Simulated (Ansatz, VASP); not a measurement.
**Fe in VASP and in Ansatz**

File INCAR:

```
SYSTEM = Fe
PREC = Accurate
ENCUT = 600
EDIFF = 1E-6
ISMEAR = -1
SIGMA = 0.1
LREAL = .FALSE.
LASPH = .TRUE.
NELM = 200
ALGO = Normal
ISIF = 2
LWAVE = .FALSE.
LCHARG = .FALSE.
ISPIN = 2
MAGMOM = 0
LORBIT = 11
LMAXMIX = 4
GGA = PE
NBANDS = 14
GGA_COMPAT = .FALSE.
```

Contents of KPOINTS:

```
regular mesh
0
G
  8 8 8
  0 0 0
```

File POSCAR:

```
Fe
1.0
   -1.3789360000      1.3789360000      1.3789360000
    1.3789360000     -1.3789360000      1.3789360000
    1.3789360000      1.3789360000     -1.3789360000
Fe
1
Direct
    0.0000000000      0.0000000000      0.0000000000
```

Input for Ansatz:

```yaml
crystal:
  lattice:
    - [-1.378936, 1.378936, 1.378936]
    - [1.378936, -1.378936, 1.378936]
    - [1.378936, 1.378936, -1.378936]
  atoms:
    - { symbol: Fe, position: [0, 0, 0] }
kpoints:
  mp_grid: { grid: [8, 8, 8], shift: [0, 0, 0] }
hamiltonian:
  xc: pbe
  pseudopotentials: { kind: nc }
scf:
  occupations: { method: fermi_dirac }
  algorithm: direct_min
  lower_state_search: "off"
magnetization:
  spin_polarized: true
```

Alike in both runs: task single point; functional PBE; k mesh 8 × 8 × 8; collinear spin.

|  | VASP | Ansatz |
| --- | --- | --- |
| version | VASP 6.6.1 | Ansatz 0.2 development build |
| potentials or method | VASP PAW PBE potentials, release 64 (Fe) | scalar-relativistic |
| plane-wave cutoff (eV) | 600 | 1225 |
| occupations | fermi-dirac, width 0.1 eV | fermi-dirac |

|  | VASP | Ansatz | Ansatz less VASP |
| --- | --- | --- | --- |
| net moment per atom (μB) | 0.00 | 0.00 | 0.000 |

Ansatz's warnings: stability check not made.

The k mesh is coarse, so the values compare programs but aren't converged.
